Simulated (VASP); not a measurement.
Write the native input for VASP 6.6.1 that does the following.

```yaml
Task: single point
Functional: r2SCAN
Potentials_or_basis: VASP PAW PBE potentials, release 64 (Ir, S)
Cutoff: 520 eV
k_mesh: 12 × 12 × 12
Occupations: gaussian, width 0.05 eV
Spin: no spin polarisation
Dipole_correction: no
Further_INCAR_settings: ALGO = Normal; EDIFF = 1e-07; NBANDS = 14
```

Crystal: IrS.

```xyz
2
Lattice="0.0000 2.4605 2.5097 2.4605 0.0000 2.5097 2.4605 2.4605 0.0000" Properties=species:S:1:pos:R:3 pbc="T T T"
Ir    2.4605    2.4605    2.5097
S     0.0000    0.0000    0.0000
```

The input as run:

POSCAR

```
IrS
1.0
    0.0000000000      2.4605182162      2.5097285805
    2.4605182162      0.0000000000      2.5097285805
    2.4605182162      2.4605182162      0.0000000000
Ir S
1 1
Direct
    0.5000000000      0.5000000000      0.5000000000
    0.0000000000      0.0000000000      0.0000000000
```

INCAR.step1

```
ALGO = Normal
EDIFF = 1E-4
ENCUT = 520
GGA = PE
ISMEAR = 0
LASPH = True
LCHARG = False
LREAL = False
LWAVE = True
NBANDS = 14
NELM = 80
PREC = Accurate
SIGMA = 0.05
```

INCAR.step2

```
ALGO = Normal
EDIFF = 1E-7
ENCUT = 520
ISIF = 2
ISMEAR = 0
ISTART = 1
LASPH = True
LCHARG = True
LELF = True
LMIXTAU = True
LREAL = False
LVHAR = True
LWAVE = False
METAGGA = R2SCAN
NBANDS = 14
NELM = 80
PREC = Accurate
SIGMA = 0.05
```

KPOINTS

```
k-points
0
Gamma
  12 12 12
```

Potentials or basis: VASP PAW PBE potentials, release 64 (Ir, S).

The run is started by

```console
$ cat potpaw_PBE.64/Ir/POTCAR potpaw_PBE.64/S/POTCAR > POTCAR
$ cp INCAR.step1 INCAR
$ mpirun -np 1 vasp_std > vasp.out
$ cp INCAR.step2 INCAR
$ mpirun -np 1 vasp_std > vasp.out
```

It gave:

The pressure is -2.6 GPa and the band gap on the k mesh is zero (an odd number of electrons rules out a gap without spin polarisation).

Caveat: the PAW data sets were made with another functional, which shifts forces and pressure a little; spin-orbit coupling is left out, which moves the levels of the heavy elements.

It took 4.2 min on 1 thread of Intel(R) Xeon(R) Platinum 8488C (Sapphire Rapids), with other jobs on the host, peak memory 0.23 GiB.
